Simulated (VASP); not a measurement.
**Hf: relaxation of cell and atoms with PBE**

Crystal: Hf.

```
Hf
1.0
    -1.80500    1.80500    1.80500
     1.80500   -1.80500    1.80500
     1.80500    1.80500   -1.80500
Hf
1
Direct
  0.00000 0.00000 0.00000
```

| Property | Result |
| --- | --- |
| Program | VASP 6.6.1 |
| Task | relaxation of cell and atoms |
| Functional | PBE |
| Potentials or basis | VASP PAW PBE potentials, release 64 (Hf_pv) |
| Cutoff | 600 eV |
| k mesh | 9 × 9 × 9 |
| Occupations | fermi-dirac, width 0.05 eV |
| Spin | no spin polarisation |
| Dipole correction | no |
| Further INCAR settings | ALGO = Normal; EDIFF = 1e-07; IBRION = 2; EDIFFG = -0.01; NSW = 60; ISIF = 3 |

The relaxed volume is 22.25 Å³/atom and the relaxed cell is a = 3.069 Å, b = 3.069 Å, c = 3.069 Å, α = 109.47°, β = 109.47°, γ = 109.47°. The space group after relaxing (to 0.05 Å) is Im-3m (No. 229), the energy gained by relaxing is 21.2 meV/atom and the ionic steps are 3. The pressure after relaxing is 0.0 GPa. The band gap on the k mesh is zero (band 5 reaches 6.15 eV, above the bottom of band 6 at 3.89 eV).

The path:
```tsv
step	energy change (eV)	largest force (eV/Å)	pressure (GPa)	volume (Å³)
1	0.0000	0.0000	-5.06	23.52
2	-0.0015	0.0000	5.64	21.08
3	-0.0212	0.0000	-0.04	22.25
```

Final structure:
```cif
data_structure
_symmetry_space_group_name_H-M 'P 1'
_symmetry_Int_Tables_number 1
_cell_length_a 3.0687
_cell_length_b 3.0687
_cell_length_c 3.0687
_cell_angle_alpha 109.471
_cell_angle_beta 109.471
_cell_angle_gamma 109.471
_cell_volume 22.25
loop_
_atom_site_label
_atom_site_type_symbol
_atom_site_fract_x
_atom_site_fract_y
_atom_site_fract_z
_atom_site_occupancy
Hf1 Hf 0.00000 0.00000 0.00000 1
```

Levels at points of the mesh, in eV from the Fermi level:
| k point | band 2 | band 3 | band 4 | band 5 | band 6 | band 7 | band 8 | band 9 |
| --- | --- | --- | --- | --- | --- | --- | --- | --- |
| (0.00, 0.00, 0.00) | -29.83 | -29.83 | -7.08 | 1.51 | 1.51 | 1.51 | 4.31 | 4.31 |

Run time: 18 s on 1 thread of Intel Xeon 6975P-C, with other jobs on the host, peak memory 0.16 GiB.

Caveat: spin-orbit coupling is left out, which moves the levels of the heavy elements.
